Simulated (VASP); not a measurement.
# Al2O3 (P-6m2) in VASP: a series of runs

The runs below take Al2O3 through single point, relaxation of cell and atoms, with PBE+D4, PBEsol+D3(BJ), RPBE+D4, revPBE+D3(BJ).

Program: VASP 6.6.1. These are calculated values, not measurements. Logs are shortened: lines on timing, memory, paths and dates and some standing lists are left out, and cuts for length are marked.

## 1. The cell of the first run

The structure is hexagonal, space group P-6m2 (No. 187). Conventional cell: a = 2.866 Å, b = 2.866 Å, c = 7.282 Å, α = 90.00°, β = 90.00°, γ = 120.00°. Within 2.4 Å of Al (site symmetry 3m) lie 6 O at 1.79 to 2.16 Å. Within 2.4 Å of O (site symmetry 3m) lie 3 Al at 1.79 Å. Within 2.9 Å of O (site symmetry -6m2) lie 6 Al at 2.16 Å and 12 O at 2.65 to 2.87 Å.

## 2. Single point, PBE+D4

Input file INCAR:

```
SYSTEM = Al2O3
  PREC = Accurate
  ENCUT = 520
  EDIFF = 1E-7
  ISMEAR = -1
  SIGMA = 0.05
  LREAL = .FALSE.
  LASPH = .TRUE.
  NELM = 100
  ALGO = Normal
  ISIF = 2
  LWAVE = .FALSE.
  LCHARG = .FALSE.
  GGA = PE
  IVDW = 13
  NBANDS = 20
```

Input file KPOINTS:

```
regular mesh
0
G
  11 11 3
  0 0 0
```

Input file POSCAR:

```
Al2O3
1.0
    2.8662160107      0.0000000000      0.0000000000
   -1.4331080054      2.4822158780      0.0000000000
    0.0000000000      0.0000000000      7.2820444528
Al O
2 3
Direct
    0.0000000000      0.0000000000      0.8089460535
    0.0000000000      0.0000000000      0.1910539465
    0.3333333333      0.6666666667      0.7155321595
    0.6666666667      0.3333333333      0.0000000000
    0.3333333333      0.6666666667      0.2844678405
```

Potentials or basis: VASP PAW PBE potentials, release 64 (Al, O).

On the command line:

```sh
> cat potpaw_PBE.64/Al/POTCAR potpaw_PBE.64/O/POTCAR > POTCAR
> mpirun -np 1 vasp_std > vasp.out
```

OUTCAR:

```text
SYSTEM = Al2O3
   PREC = Accurate
   ENCUT = 520
   EDIFF = 1E-7
   ISMEAR = -1
   LREAL = .FALSE.
   LASPH = .TRUE.
   NELM = 100
   ISIF = 2
   GGA = PE
   IVDW = 13

 ion  position               nearest neighbor table
   1  0.000  0.000  0.809-   3 1.79   3 1.79   3 1.79   4 2.16   4 2.16   4 2.16   2 2.78
   2  0.000  0.000  0.191-   5 1.79   5 1.79   5 1.79   4 2.16   4 2.16   4 2.16   1 2.78
   3  0.333  0.667  0.716-   1 1.79   1 1.79   1 1.79
   4  0.667  0.333  0.000-   1 2.16   2 2.16   1 2.16   2 2.16   1 2.16   2 2.16
   5  0.333  0.667  0.284-   2 1.79   2 1.79   2 1.79

  LATTYP: Found a hexagonal cell.
 ALAT       =     2.8662160107
 C/A-ratio  =     2.5406474689

  Lattice vectors:

 A1 = (   2.8662160107,   0.0000000000,   0.0000000000)
 A2 = (  -1.4331080054,   2.4822158780,   0.0000000000)
 A3 = (   0.0000000000,   0.0000000000,   7.2820444528)

Analysis of symmetry for initial positions (statically):
=====================================================================
 Subroutine PRICEL returns:
 Original cell was already a primitive cell.

 Routine SETGRP: Setting up the symmetry group for a
 hexagonal supercell.

 Subroutine GETGRP returns: Found 12 space group operations
 (whereof 12 operations were pure point group operations)
 out of a pool of 24 trial point group operations.

The static configuration has the point symmetry D_3h.

Analysis of symmetry for dynamics (positions and initial velocities):
=====================================================================
 Subroutine PRICEL returns:
 Original cell was already a primitive cell.

 Routine SETGRP: Setting up the symmetry group for a
 hexagonal supercell.

 Subroutine GETGRP returns: Found 12 space group operations
 (whereof 12 operations were pure point group operations)
 out of a pool of 24 trial point group operations.

The dynamic configuration has the point symmetry D_3h.

 Subroutine INISYM returns: Found 12 space group operations
 (whereof 12 operations are pure point group operations),
 and found     1 'primitive' translations

----------------------------------------------------------------------------------------

                                     Primitive cell

  volume of cell :      51.8086

  direct lattice vectors                    reciprocal lattice vectors
     2.866216011  0.000000000  0.000000000     0.348892057  0.201432923  0.000000000
    -1.433108005  2.482215878  0.000000000     0.000000000  0.402865846  0.000000000
     0.000000000  0.000000000  7.282044453     0.000000000  0.000000000  0.137324072

  length of vectors
     2.866216011  2.866216011  7.282044453     0.402865846  0.402865846  0.137324072

  position of ions in fractional coordinates (direct lattice)
     0.000000000  0.000000000  0.808946054
     0.000000000  0.000000000  0.191053946
     0.333333333  0.666666667  0.715532160
     0.666666667  0.333333333  0.000000000
     0.333333333  0.666666667  0.284467840

  ion indices of the primitive-cell ions
   primitive index   ion index
                 1           1
                 2           2
                 3           3
                 4           4
                 5           5

----------------------------------------------------------------------------------------

 KPOINTS: regular mesh

Automatic generation of k-mesh.
 Grid dimensions read from file:
 generate k-points for:   11   11    3

 Generating k-lattice:

  Cartesian coordinates                     Fractional coordinates (reciprocal lattice)
     0.031717460  0.018312084  0.000000000     0.090909091  0.000000000  0.000000000
     0.000000000  0.036624168  0.000000000     0.000000000  0.090909091  0.000000000
     0.000000000  0.000000000  0.045774691     0.000000000  0.000000000  0.333333333

  Length of vectors
     0.036624168  0.036624168  0.045774691

  Shift w.r.t. Gamma in fractional coordinates (k-lattice)
     0.000000000  0.000000000  0.000000000

 Subroutine IBZKPT returns following result:
 ===========================================

 Found     32 irreducible k-points:

 Following reciprocal coordinates:
            Coordinates               Weight
  0.000000  0.000000  0.000000      1.000000
  0.090909  0.000000  0.000000      6.000000
  0.181818  0.000000  0.000000      6.000000
  0.272727  0.000000  0.000000      6.000000
  0.363636  0.000000  0.000000      6.000000
  0.454545  0.000000  0.000000      6.000000
[... 16 lines left out ...]
  0.090909  0.090909  0.333333     12.000000
  0.181818  0.090909  0.333333     24.000000
 [... further k-points ...]
   k-points           NKPTS =     32   k-points in BZ     NKDIM =     32   number of bands    NBANDS=     20
   number of dos      NEDOS =    301   number of ions     NIONS =      5
   total plane-waves  NPLWV =  31104
   dimension x,y,z NGX =    24 NGY =   24 NGZ =   54
   dimension x,y,z NGXF=    48 NGYF=   48 NGZF=  108
   ions per type =               2   3
   NGX,Y,Z   is equivalent  to a cutoff of  13.92, 13.92, 12.33 a.u.
   NGXF,Y,Z  is equivalent  to a cutoff of  27.84, 27.84, 24.66 a.u.
 SYSTEM =  Al2O3
   PREC   = accura    normal or accurate (medium, high low for compatibility)
   ISTART =      0    job   : 0-new  1-cont  2-samecut
   ICHARG =      2    charge: 1-file 2-atom 10-const
   ISPIN  =      1    spin polarized calculation?
   LNONCOLLINEAR =      F non collinear calculations
   LSORBIT =      F    spin-orbit coupling
   LASPH  =      T    aspherical Exc in radial PAW
   ENCUT  =  520.0 eV  38.22 Ry    6.18 a.u.   5.33  5.33 13.54*2*pi/ulx,y,z
   NELM   =    100;   NELMIN=  2; NELMDL= -5     # of ELM steps
   EDIFF  = 0.1E-06   stopping-criterion for ELM
   LREAL  =      F    real-space projection
   EDIFFG = 0.1E-05   stopping-criterion for IOM
   NSW    =      0    number of steps for IOM
   IBRION =     -1    ionic relax: 0-MD 1-quasi-New 2-CG
   NFREE  =      0    steps in history (QN), initial steepest desc. (CG)
   ISIF   =      2    stress and relaxation
   ISYM   =      2    0-nonsym 1-usesym 2-fastsym
   POTIM  = 0.5000    time-step for ionic-motion
   TEBEG  =    0.0;   TEEND  =   0.0 temperature during run
   PSTRESS=    0.0 pullay stress
   NELECT =      24.0000    total number of electrons
   NUPDOWN=      -1.0000    fix difference up-down
   EMIN   =  10.00;   EMAX   =-10.00  energy-range for DOS
   EFERMI =   0.00;   METHOD = LEGACY
   ISMEAR =    -1;   SIGMA  =   0.05  broadening in eV -4-tet -1-fermi 0-gaus
   EFERMI_NEDOS =   21; number of points for ismear=-14 and -15
   IALGO  =     38    algorithm
   IMIX   =      4    mixing-type and parameters
     AMIX     =   0.40;   BMIX     =  1.00
     AMIX_MAG =   1.60;   BMIX_MAG =  1.00
  volume/ion in A,a.u.               =      10.36        69.92
  Fermi-wavevector in a.u.,A,eV,Ry     =   1.266712  2.393739 21.831364  1.604560
  Thomas-Fermi vector in A             =   2.399899
   LORBIT       =      0    0 simple, 1 ext, 2 COOP (PROOUT), +10 PAW based schemes
   GGA     = PE    functional components
   LHFCALC =     F    Hartree Fock is set to
   AEXX    =    0.0000 exact exchange contribution
   IVDW    =    13    specifies the selected vdW correction
   LEPSILON=     F    determine dielectric tensor
   LRPA    =     F    only Hartree local field effects (RPA)
 non-spin polarized calculation
  energy-cutoff  :      520.00
  volume of cell :       51.81
 maximum number of plane-waves:      1419
 NGX is ok and might be reduce to    24
   NGX = 11   NGY = 11   NGZ = 27

 number of electron      23.9999995 magnetization

 Free energy of the ion-electron system (eV)
  ---------------------------------------------------
  ext. energy  EPLUGINS =         0.00000000
  ---------------------------------------------------
  free energy    TOTEN  =       -36.34163518 eV

  energy without entropy =      -36.34163518  energy(sigma->0) =      -36.34163518

 E-fermi :   4.9550     XC(G=0): -10.3394

 val. band max:        3.8335998000   @ k =   0.0909   0.0909   0.0000
 cond. band min:       8.3815417695   @ k =   0.0000   0.0000   0.0000
 fundamental gap:      4.5479419695
 Fermi energy:         4.9549621935

 k-point     1 :       0.0000    0.0000    0.0000
  band No.  band energies     occupation
      1     -15.2397      2.00000
      2     -14.0969      2.00000
      3     -12.9960      2.00000
      4      -1.3783      2.00000
      5       1.1395      2.00000
      6       2.1195      2.00000
[... 12 lines left out ...]
     19      18.6154      0.00000
     20      18.8646      0.00000

 k-point     2 :       0.0909    0.0000    0.0000
  band No.  band energies     occupation
      1     -15.1364      2.00000
      2     -14.0196      2.00000
      3     -12.9570      2.00000
      4      -1.3270      2.00000
      5       0.9706      2.00000
      6       1.8711      2.00000
[... 12 lines left out ...]
     19      18.4581      0.00000
     20      18.8543      0.00000

 k-point     3 :       0.1818    0.0000    0.0000
  band No.  band energies     occupation
      1     -14.8406      2.00000
      2     -13.8048      2.00000
      3     -12.8572      2.00000
      4      -1.2456      2.00000
      5       0.2491      2.00000
      6       1.1759      2.00000
[... 12 lines left out ...]
     19      18.0032      0.00000
     20      19.0529      0.00000

 k-point     4 :       0.2727    0.0000    0.0000
  band No.  band energies     occupation
      1     -14.3970      2.00000
      2     -13.5038      2.00000
      3     -12.7485      2.00000
      4      -1.3804      2.00000
      5      -0.8457      2.00000
      6       0.2962      2.00000
[... 429 lines left out ...]
 k-point    23 :       0.0909    0.0909    0.3333
  band No.  band energies     occupation
      1     -14.9216      2.00000
      2     -13.9184      2.00000
      3     -12.8532      2.00000
      4      -1.3568      2.00000
      5       0.7303      2.00000
      6       1.3165      2.00000
[... 12 lines left out ...]
     19      17.9415      0.00000
     20      18.8307      0.00000

 k-point    24 :       0.1818    0.0909    0.3333
  band No.  band energies     occupation
      1     -14.5517      2.00000
      2     -13.6571      2.00000
      3     -12.7513      2.00000
      4      -1.3153      2.00000
      5      -0.2265      2.00000
      6       0.4974      2.00000
[... 12 lines left out ...]
     19      17.2156      0.00000
     20      18.7691      0.00000

 [... further k-points ...]

------------------------ aborting loop because EDIFF is reached ----------------------------------------

  DFT-D4 for vdW energy calculation

  Edisp (eV):   -1.13363

  FORCE on cell =-STRESS in cart. coord.  units (eV):
  Direction    XX          YY          ZZ          XY          YZ          ZX
  --------------------------------------------------------------------------------------
  -------------------------------------------------------------------------------------
  Total       0.05704     0.05704    -0.08562    -0.00000     0.00000     0.00000
  in kB       1.76406     1.76406    -2.64777    -0.00000     0.00000     0.00000
  external pressure =        0.29 kB  Pullay stress =        0.00 kB

 VOLUME and BASIS-vectors are now :
 -----------------------------------------------------------------------------
  energy-cutoff  :      520.00
  volume of cell :       51.81
      direct lattice vectors                 reciprocal lattice vectors
     2.866216011  0.000000000  0.000000000     0.348892057  0.201432923  0.000000000
    -1.433108005  2.482215878  0.000000000     0.000000000  0.402865846  0.000000000
     0.000000000  0.000000000  7.282044453     0.000000000  0.000000000  0.137324072

 POSITION                                       TOTAL-FORCE (eV/Angst)
 -----------------------------------------------------------------------------------
      0.00000      0.00000      5.89078        -0.000000      0.000000     -0.033346
      0.00000      0.00000      1.39126        -0.000000      0.000000      0.033346
     -0.00000      1.65481      5.21054         0.000000     -0.000000      0.029309
      1.43311      0.82741      0.00000         0.000000     -0.000000      0.000000
     -0.00000      1.65481      2.07151         0.000000     -0.000000     -0.029309
 -----------------------------------------------------------------------------------
    total drift:                                0.000000     -0.000000     -0.000000

  FREE ENERGIE OF THE ION-ELECTRON SYSTEM (eV)
  ---------------------------------------------------
  free  energy   TOTEN  =       -37.4752637795 eV

  energy  without entropy=      -37.4752637795  energy(sigma->0) =      -37.47526378
```

Wall time 20 s (1 thread of AMD EPYC 9R45 (Zen 5), shared host); peak memory 0.15 GiB.

What came out:

| Item | Value |
| --- | --- |
| Free energy | -37.4753 eV |
| Pressure | 0.0 GPa |
| Largest force | 0.033 eV/Å |
| Band gap on the k mesh | 4.55 eV, indirect (least direct gap 4.68 eV) |
| Dispersion energy per atom | -0.227 eV |

Forces in eV/Å, atoms in the order of the input:
```
Al   0.000  0.000 -0.033
Al   0.000  0.000  0.033
O    0.000  0.000  0.029
O    0.000  0.000  0.000
O    0.000  0.000 -0.029
```

Levels at points of the mesh, in eV from the valence-band top:
```
           k point  band 8  band 9  band 10  band 11  band 12  band 13  band 14  band 15  band 16  band 17
(0.00, 0.00, 0.00)   -1.43   -1.43    -0.80    -0.80    -0.13     4.55     7.55     8.37    11.81    13.69
```

A k mesh can miss the band edges. PBE gaps usually lie below the measured ones, often by a third to a half.

## 3. Relaxation of cell and atoms, PBE+D4

This run uses another cell than the first one, of 13.45 Å³/atom, 1.298 times its volume.

Input file INCAR:

```
  PREC = Accurate
  ENCUT = 600
  EDIFF = 1E-6
  ISMEAR = -1
  SIGMA = 0.05
  LREAL = F
  LASPH = T
  NELM = 60
  ALGO = Normal
  ISIF = 3
  LWAVE = F
  LCHARG = F
  GGA = PE
  IVDW = 13
  IBRION = 2
  NSW = 60
  EDIFFG = -0.01
```

Input file KPOINTS:

```
Automatic mesh
0
Gamma
  11 11 3
```

Input file POSCAR:

```
Al2O3
1.0
    2.8843249483      0.0000000000      0.0000000000
   -1.4421624742      2.4978986780      0.0000000000
    0.0000000000      0.0000000000      9.3367544600
Al O
2 3
Direct
    0.0000000000      0.0000000000      0.8500076700
    0.0000000000      0.0000000000      0.1499923300
    0.3333333333      0.6666666667      0.7776830800
    0.6666666667      0.3333333333      0.0000000000
    0.3333333333      0.6666666667      0.2223169200
```

Potentials or basis: VASP PAW PBE potentials, release 64 (Al, O).

On the command line:

```sh
> cat potpaw_PBE.64/Al/POTCAR potpaw_PBE.64/O/POTCAR > POTCAR
> mpirun -np 1 vasp_std > vasp.out
```

Run time: 7.6 min. Hardware: 1 thread of AMD EPYC 9R45 (Zen 5), shared host; peak memory 0.2 GiB.

Results (log left out):

```
Free energy                            : -37.5149 eV
Relaxed volume                         : 10.35 Å³/atom
Relaxed cell                           : a = 2.866 Å, b = 2.866 Å, c = 7.277 Å, α = 90.00°, β = 90.00°, γ = 120.00°
Space group after relaxing (to 0.05 Å) : P-6m2 (No. 187)
Energy gained by relaxing              : 25.5 meV/atom
Ionic steps                            : 33
Pressure after relaxing                : 0.0 GPa
Largest force after relaxing           : 0.006 eV/Å
Band gap on the k mesh                 : 4.56 eV, indirect (least direct gap 4.69 eV)
Dispersion energy per atom             : -0.227 eV
```

Forces on the atoms (eV/Å):
```
Al   0.000  0.000 -0.002
Al   0.000  0.000  0.002
O    0.000  0.000 -0.006
O    0.000  0.000  0.000
O    0.000  0.000  0.006
```

The path:
| step | energy change (eV) | largest force (eV/Å) | pressure (GPa) | volume (Å³) |
| --- | --- | --- | --- | --- |
| 1 | 0.0000 | 0.0671 | -2.19 | 67.27 |
| 2 | -0.0019 | 0.2559 | 1.90 | 65.50 |
| 3 | -0.0070 | 0.1082 | -0.03 | 66.31 |
| 4 | -0.0074 | 0.1454 | -0.07 | 66.13 |
| 5 | -0.0077 | 0.0472 | -0.05 | 66.20 |
| 6 | -0.0080 | 0.0460 | -0.06 | 66.14 |
| 7 | -0.0086 | 0.0467 | -0.06 | 66.03 |
| 8 | -0.0097 | 0.0463 | -0.07 | 65.83 |
| 9 | -0.0118 | 0.0457 | -0.05 | 65.41 |
| 10 | -0.0158 | 0.0455 | -0.04 | 64.58 |
| 11 | -0.0231 | 0.1101 | 0.07 | 62.93 |
| 12 | -0.0372 | 0.2072 | 0.58 | 59.67 |
| 13 | -0.0688 | 0.2562 | 3.15 | 53.27 |
| 14 | -0.0689 | 0.2549 | 3.14 | 53.27 |
| 15 | -0.0690 | 0.2569 | 3.14 | 53.24 |
| 16 | -0.0694 | 0.2590 | 3.12 | 53.20 |
| 17 | -0.0700 | 0.2645 | 3.10 | 53.12 |
| 18 | -0.0713 | 0.2764 | 3.06 | 52.95 |
| 19 | -0.0736 | 0.2962 | 2.98 | 52.62 |
| 20 | -0.0772 | 0.3404 | 2.83 | 51.95 |
| 21 | -0.0782 | 0.4353 | 2.72 | 50.61 |
| 22 | -0.0792 | 0.3683 | 2.82 | 51.45 |
| 23 | -0.0819 | 0.3626 | 2.68 | 51.47 |
| 24 | -0.0895 | 0.3483 | 2.25 | 51.54 |
| 25 | -0.1025 | 0.3204 | 1.42 | 51.68 |
| 26 | -0.1190 | 0.2656 | -0.22 | 51.95 |
| 27 | -0.1161 | 0.1615 | -3.32 | 52.48 |
| 28 | -0.1235 | 0.2219 | -1.61 | 52.18 |
| 29 | -0.1257 | 0.1300 | -1.07 | 52.06 |
| 30 | -0.1270 | 0.0502 | -0.34 | 51.89 |
| 31 | -0.1270 | 0.0690 | -0.22 | 51.86 |
| 32 | -0.1272 | 0.0416 | -0.14 | 51.83 |
| 33 | -0.1273 | 0.0063 | -0.01 | 51.77 |

Final structure:
```yaml
crystal:
  lattice:
    - [2.86626, 0.00000, 0.00000]
    - [-1.43313, 2.48226, 0.00000]
    - [0.00000, 0.00000, 7.27659]
  atoms:
    - { symbol: Al, position: [0.00000, 0.00000, 0.80883] }
    - { symbol: Al, position: [0.00000, 0.00000, 0.19117] }
    - { symbol: O, position: [0.33333, 0.66667, 0.71566] }
    - { symbol: O, position: [0.66667, 0.33333, 0.00000] }
    - { symbol: O, position: [0.33333, 0.66667, 0.28434] }
```

Levels at points of the mesh, in eV from the valence-band top:
```tsv
k point	band 9	band 10	band 11	band 12	band 13	band 14	band 15	band 16
(0.00, 0.00, 0.00)	-1.44	-0.80	-0.80	-0.13	4.56	7.55	8.38	11.80
```

Caveat: the volume moved by over 15 % at a fixed basis, so the end points are rough.

[end of part 1 of 2]
